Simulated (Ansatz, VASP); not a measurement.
## NaCl: VASP beside Ansatz

Contents of INCAR:

```
SYSTEM = NaCl
  PREC = Accurate
  ENCUT = 1130
  EDIFF = 1E-6
  ISMEAR = 0
  SIGMA = 0.1
  LREAL = .False.
  LASPH = .True.
  NELM = 200
  ALGO = Normal
  ISIF = 2
  LWAVE = .False.
  LCHARG = .True.
  LDAU = .True.
  LDAUTYPE = 2
  LDAUL = -1 1
  LDAUU = 0 3
  LDAUJ = 0 0
  LDAUPRINT = 1
  GGA = PE
  LELF = .True.
  LVHAR = .True.
  NBANDS = 15
  GGA_COMPAT = .False.
```

File KPOINTS:

```
regular mesh
0
Gamma
  4 4 4
  0 0 0
```

The input POSCAR:

```
NaCl
1.0
    3.5021900000      0.0000000000      0.0000000000
    0.0000000000      3.5021900000      0.0000000000
    0.0000000000      0.0000000000      3.5021900000
Na Cl
1 1
Direct
    0.0000000000      0.0000000000      0.0000000000
    0.5000000000      0.5000000000      0.5000000000
```

Input for Ansatz:

```yaml
crystal:
  lattice:
    - [3.50219, 0.0, 0.0]
    - [0.0, 3.50219, 0.0]
    - [0.0, 0.0, 3.50219]
  atoms:
    - { symbol: Na, position: [0.0, 0.0, 0.0] }
    - { symbol: Cl, position: [0.5, 0.5, 0.5] }
basis:
  ecutwfc: 420
kpoints:
  mp_grid: { grid: [4, 4, 4] }
hamiltonian:
  xc: pbe
  hubbard: { sites: [{ species: Cl, l: p, u_eff: 3.0 }] }
scf:
  occupations: { method: gaussian, width: 0.1 }
  mixing: { ndim: 20 }
  initial_density: { chi_scale: 0, normalization: atom }
  max_iter: 64
output:
  forces: true
  stress: true
  eigenvalues: true
```

Alike in both runs: task single point; functional PBE; k mesh 4 × 4 × 4; occupations gaussian, width 0.1 eV; no spin polarisation; Hubbard terms Cl p U = 3.0 eV.

|  | VASP | Ansatz |
| --- | --- | --- |
| version | VASP 6.6.1 | Ansatz 0.2.0 |
| potentials or method | VASP PAW PBE potentials, release 64 (Na_sv, Cl), cutoff 1130 eV | scalar-relativistic, plane waves, PAW |
| valence electrons in the cell | 16 | 16 |

|  | VASP | Ansatz | Ansatz less VASP |
| --- | --- | --- | --- |
| gap on the k mesh at the Fermi level (eV) | 4.13 | 5.22 | +1.087 |
| least direct gap on the mesh (eV) | 4.61 | 5.72 | +1.104 |
| pressure (GPa) | -0.3 | 0.2 | +0.43 |

The programs project onto different local orbitals, so the same U acts differently, and such runs can settle in different states.

The k mesh is coarse, so the values compare programs but aren't converged.
